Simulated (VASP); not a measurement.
Set up this calculation in VASP 6.6.1, as the native input.

```
Task                   : single point
Functional             : RPBE
Dispersion             : D4
Potentials or basis    : VASP PAW PBE potentials, release 64 (Cd, S)
Cutoff                 : 520 eV
k mesh                 : 7 × 7 × 4
Occupations            : fermi-dirac, width 0.05 eV
Spin                   : no spin polarisation
Dipole correction      : no
Further INCAR settings : ALGO = Normal; EDIFF = 1e-06; NBANDS = 26
```

The structure of CdS lies in POSCAR:

```
CdS
1.0
    4.2313932131      0.0000000000      0.0000000000
   -2.1156966065      3.6644940159      0.0000000000
    0.0000000000      0.0000000000      6.8691315847
Cd S
2 2
Direct
    0.6666666667      0.3333333333      0.5000000000
    0.3333333333      0.6666666667      0.0000000000
    0.6666666667      0.3333333333      0.8750000000
    0.3333333333      0.6666666667      0.3750000000
```

The input as run:

INCAR

```
  ALGO = Normal
  EDIFF = 1E-6
  ENCUT = 520
  GGA = RP
  ISIF = 2
  ISMEAR = -1
  IVDW = 13
  LASPH = True
  LCHARG = False
  LREAL = False
  LWAVE = False
  NBANDS = 26
  NELM = 80
  PREC = Accurate
  SIGMA = 0.05
```

KPOINTS

```
k-points
0
Gamma
  7 7 4
```

Potentials or basis: VASP PAW PBE potentials, release 64 (Cd, S).

Launch:

```console
$ cat potpaw_PBE.64/Cd/POTCAR potpaw_PBE.64/S/POTCAR > POTCAR
$ mpirun -np 1 vasp_std > vasp.out
```

It gave:

| Property | Result |
| --- | --- |
| Pressure | -2.7 GPa |
| Largest force | 0.066 eV/Å |
| Band gap on the k mesh | 1.24 eV |
| Dispersion energy per atom | -0.554 eV |

Caveat: the PAW data sets were made with another functional, which shifts forces and pressure a little.

Run time: 34 s on 1 thread of Intel(R) Xeon(R) 6975P-C (Granite Rapids) (shared host), peak memory 0.24 GiB.
